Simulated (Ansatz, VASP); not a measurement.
Two plane-wave programs on Ga

File INCAR:

```
SYSTEM = Ga
ALGO = Normal
EDIFF = 1E-6
ENCUT = 520
ISIF = 2
ISMEAR = -1
LASPH = .True.
LCHARG = .False.
LREAL = .False.
LWAVE = .False.
NBANDS = 20
NELM = 80
PREC = Accurate
SIGMA = 0.1
```

The input KPOINTS:

```
k-points
0
Gamma
  14 14 8
  0 0 0
```

The input POSCAR:

```
Ga
1.0
    3.0466136617      0.0000000000      0.0000000000
   -1.5233068309      2.6384448265      0.0000000000
    0.0000000000      0.0000000000      4.8098783757
Ga
2
Direct
    0.3333333333      0.6666666667      0.2500000000
    0.6666666667      0.3333333333      0.7500000000
```

Input for Ansatz:

```yaml
crystal:
  lattice:
    - [3.0466136617, 0.0, 0.0]
    - [-1.5233068309, 2.6384448265, 0.0]
    - [0.0, 0.0, 4.8098783757]
  atoms:
    - { symbol: Ga, position: [0.3333333333, 0.6666666667, 0.25] }
    - { symbol: Ga, position: [0.6666666667, 0.3333333333, 0.75] }
hamiltonian:
  xc: lda
  pseudopotentials:
    kind: paw
    azcp:
      Ga: "pseudopotentials/Ga.paw.azcp"
basis:
  ecutwfc: 420
  fft_grid_basis: typed
kpoints:
  mp_grid: { grid: [14, 14, 8], shift: [0, 0, 0] }
magnetization:
  spin_polarized: false
scf:
  occupations: { method: fermi_dirac, width: 0.1 }
  lower_state_search: "off"
output:
  stress: true
```

Alike in both runs: task single point; functional LDA; k mesh 14 × 14 × 8; occupations fermi-dirac, width 0.1 eV; no spin polarisation.

|  | VASP | Ansatz |
| --- | --- | --- |
| version | VASP 6.6.1 | Ansatz 0.2.0 |
| potentials or method | VASP PAW LDA potentials, release 64 (Ga_d), cutoff 520 eV | plane waves (420 eV) with PAW, scalar-relativistic |
| valence electrons in the cell | 26 | 26 |

|  | VASP | Ansatz | Ansatz less VASP |
| --- | --- | --- | --- |
| pressure (GPa) | -5.3 | -5.3 | -0.01 |
| traceless stress, the component that is largest in VASP (GPa) | 0.13 | 0.13 | 0.000 |

Ansatz warns that its potentials were made for another functional, while VASP's fit it. LDA's correlation is that of Perdew and Zunger in VASP and of Perdew and Wang (1992) in Ansatz.
